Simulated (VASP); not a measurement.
# As (R-3m) in VASP: a series of runs, part 2 of 2

VASP 6.6.1. The steps go on from the part before.

## (6) Single point, PBEsol (strain -0.0250 x Voigt [1, 1, 0, 0, 0, 0])

INCAR reads:

```
SYSTEM = As
ALGO = Normal ; EDIFF = 1E-6
ENCUT = 520 ; GGA = PS
ISIF = 2 ; ISMEAR = 0
LASPH = .TRUE. ; LCHARG = .TRUE.
LELF = .TRUE. ; LREAL = .FALSE.
LVHAR = .TRUE. ; LWAVE = .FALSE.
NBANDS = 12 ; NELM = 100
PREC = Accurate ; SIGMA = 0.15
```

KPOINTS reads:

```
k-points
0
G
  18 18 18
  0 0 0
```

POSCAR reads:

```
As
1.0
    1.8327557211      1.0581420089      3.4857700000
   -1.8327557211      1.0581420089      3.4857700000
    0.0000000000     -2.1162840178      3.4857700000
As
2
Direct
    0.2275400000      0.2275400000      0.2275400000
    0.7724600000      0.7724600000      0.7724600000
```

Potentials or basis: VASP PAW PBE potentials, release 64 (As).

Launch:

```
cat potpaw_PBE.64/As/POTCAR > POTCAR
mpirun -np 1 vasp_std > vasp.out
```

OUTCAR:

```text
SYSTEM = As
   EDIFF = 1E-6
   ENCUT = 520
   GGA = PS
   ISIF = 2
   ISMEAR = 0
   LASPH = .TRUE.
   LREAL = .FALSE.
   NELM = 100
   PREC = Accurate

 ion  position               nearest neighbor table
   1  0.228  0.228  0.228-   2 2.47   2 2.47   2 2.47
   2  0.772  0.772  0.772-   1 2.47   1 2.47   1 2.47

  LATTYP: Found a trigonal (rhomboedric) cell.
 ALAT       =     4.0778978086
 COS(alpha) =     0.5960138401

  Lattice vectors:

 A1 = (   1.8327557211,   1.0581420089,   3.4857700000)
 A2 = (  -1.8327557211,   1.0581420089,   3.4857700000)
 A3 = (   0.0000000000,  -2.1162840178,   3.4857700000)

Analysis of symmetry for initial positions (statically):
=====================================================================
 Subroutine PRICEL returns:
 Original cell was already a primitive cell.

 Routine SETGRP: Setting up the symmetry group for a
 trigonal (rhombohedral) supercell.

 Subroutine GETGRP returns: Found 12 space group operations
 (whereof 12 operations were pure point group operations)
 out of a pool of 12 trial point group operations.

The static configuration has the point symmetry D_3d.

Analysis of symmetry for dynamics (positions and initial velocities):
=====================================================================
 Subroutine PRICEL returns:
 Original cell was already a primitive cell.

 Routine SETGRP: Setting up the symmetry group for a
 trigonal (rhombohedral) supercell.

 Subroutine GETGRP returns: Found 12 space group operations
 (whereof 12 operations were pure point group operations)
 out of a pool of 12 trial point group operations.

The dynamic configuration has the point symmetry D_3d.

 Subroutine INISYM returns: Found 12 space group operations
 (whereof 12 operations are pure point group operations),
 and found     1 'primitive' translations

----------------------------------------------------------------------------------------

                                     Primitive cell

  volume of cell :      40.5601
[... 113 lines left out ...]
   LORBIT       =      0    0 simple, 1 ext, 2 COOP (PROOUT), +10 PAW based schemes
   GGA     = PS    functional components
   LHFCALC =     F    Hartree Fock is set to
   AEXX    =    0.0000 exact exchange contribution
   IVDW    =     0    specifies the selected vdW correction
   LEPSILON=     F    determine dielectric tensor
   LRPA    =     F    only Hartree local field effects (RPA)
 non-spin polarized calculation
 Gauss-broadening in eV      SIGMA  =   0.15
  energy-cutoff  :      520.00
  volume of cell :       40.56
 maximum number of plane-waves:      1117
   NGX = 15   NGY = 15   NGZ = 15

 number of electron      10.0000000 magnetization

 number of electron       9.9999999 magnetization

 Free energy of the ion-electron system (eV)
  ---------------------------------------------------
  ext. energy  EPLUGINS =         0.00000000
  ---------------------------------------------------
  free energy    TOTEN  =       -10.15616091 eV

  energy without entropy =      -10.15132270  energy(sigma->0) =      -10.15374181

 E-fermi :   6.1395     XC(G=0): -10.3692

 val. band max:        6.1393292804   @ k =   0.4444   0.3889   0.3333
 cond. band min:       6.1445587231   @ k =   0.5000   0.4444   0.4444
 fundamental gap:      0.0052294428
 Fermi energy:         6.1395305882

 k-point     1 :       0.0000    0.0000    0.0000
  band No.  band energies     occupation
      1      -9.5872      2.00000
      2       0.4372      2.00000
      3       3.0911      2.00000
      4       4.0253      2.00000
      5       4.0253      2.00000
      6       7.7798      0.00000
      7       9.0598      0.00000
      8       9.0598      0.00000
      9      12.8695      0.00000
     10      12.8695      0.00000
     11      13.2894      0.00000
     12      14.8087      0.00000
[... 331 lines left out ...]
 k-point    24 :      -0.2222    0.0556    0.0000
  band No.  band energies     occupation
      1      -8.7021      2.00000
      2      -2.0058      2.00000
      3       3.0004      2.00000
      4       3.3325      2.00000
      5       4.2530      2.00000
      6       7.1602      0.00000
      7       7.7292      0.00000
      8       8.6750      0.00000
      9      11.6956      0.00000
     10      12.7076      0.00000
     11      14.3137      0.00000
     12      17.5880      0.00000

 [... further k-points ...]
[... 5 lines left out ...]
  --------------------------------------------------------------------------------------
  -------------------------------------------------------------------------------------
  Total        1.6566875      1.6566875      0.8445546     -0.0000000      0.0000000      0.0000000
  in kB       65.4414122     65.4414122     33.3610575     -0.0000000      0.0000000      0.0000000
  external PRESSURE =      54.7479607 kB  Pullay stress =       0.0000000 kB

 VOLUME and BASIS-vectors are now :
 -----------------------------------------------------------------------------
  energy-cutoff  :      520.00
  volume of cell :       40.56
      direct lattice vectors                 reciprocal lattice vectors
     1.832755721  1.058142009  3.485770000     0.272813226  0.157508789  0.095626887
    -1.832755721  1.058142009  3.485770000    -0.272813226  0.157508789  0.095626887
     0.000000000 -2.116284018  3.485770000     0.000000000 -0.315017578  0.095626887

 POSITION                                       TOTAL-FORCE (eV/Angst)
 -----------------------------------------------------------------------------------
      0.00000      0.00000      2.37946         0.000000      0.000000      0.588293
      0.00000      0.00000      8.07785         0.000000     -0.000000     -0.588293
 -----------------------------------------------------------------------------------
    total drift:                               -0.000000      0.000000     -0.000000

  FREE ENERGIE OF THE ION-ELECTRON SYSTEM (eV)
  ---------------------------------------------------
  free  energy   TOTEN  =       -10.1561609132 eV

  energy  without entropy=      -10.1513226973  energy(sigma->0) =      -10.15374181
```

stdout:

```text
POSCAR found type information on POSCAR As
 POSCAR found :  1 types and       2 ions
 scaLAPACK will be used
 -----------------------------------------------------------------------------
|                                                                             |
|                                                                             |
|     You enforced a specific xc type in the INCAR file but a different       |
|     I HOPE YOU KNOW WHAT YOU ARE DOING!                                     |
|                                                                             |
 -----------------------------------------------------------------------------

 LDA part: xc-table for (Slater+PW92), standard interpolation
 POSCAR, INCAR and KPOINTS ok, starting setup
 FFT: planning ... GRIDC
 FFT: planning ... GRID_SOFT
 FFT: planning ... GRID
 WAVECAR not read
 entering main loop
```

Run time: 98 s. Hardware: 1 thread of Intel Xeon 6975P-C (Granite Rapids), shared host; peak memory 0.35 GiB.

Results:

```
Free energy            : -10.1562 eV
Pressure               : 5.5 GPa
Largest force          : 0.588 eV/Å
Band gap on the k mesh : zero (band 5 reaches 6.41 eV, above the bottom of band 6 at 5.69 eV)
```

Forces in eV/Å, atoms in the order of the input:
```
As   0.000  0.000  0.588
As   0.000  0.000 -0.588
```

Caveat: the cell differs from its parent crystal (strain -0.0250 x Voigt [1, 1, 0, 0, 0, 0]); the PAW data sets were made with another functional, which shifts forces and pressure a little.

## (7) Overview

| cell | gap on the mesh (eV) | pressure (GPa) | largest force (eV/Å) |
| --- | --- | --- | --- |
| a = 3.996 Å, angles 50.1°, 2 atoms | none | 28.4 | 2.36 |
| a = 4.023 Å, angles 51.2°, 2 atoms | none | 19.0 | 1.67 |
| a = 4.225 Å, angles 58.6°, 2 atoms | none | -10.6 | 0.48 |
| a = 4.050 Å, angles 52.3°, 2 atoms | none | 11.4 | 1.10 |
| a = 4.078 Å, angles 53.4°, 2 atoms | none | 5.5 | 0.59 |

Alike in all rows: task single point; level PBEsol; potentials or basis VASP PAW PBE potentials, release 64 (As); no spin polarisation; k mesh 18 × 18 × 18; cutoff (eV) 520; smearing gaussian 0.15 eV.

Caveats: the PAW data sets were made with another functional, which shifts forces and pressure a little.

Absolute energies hang on the potentials; compare differences alone.
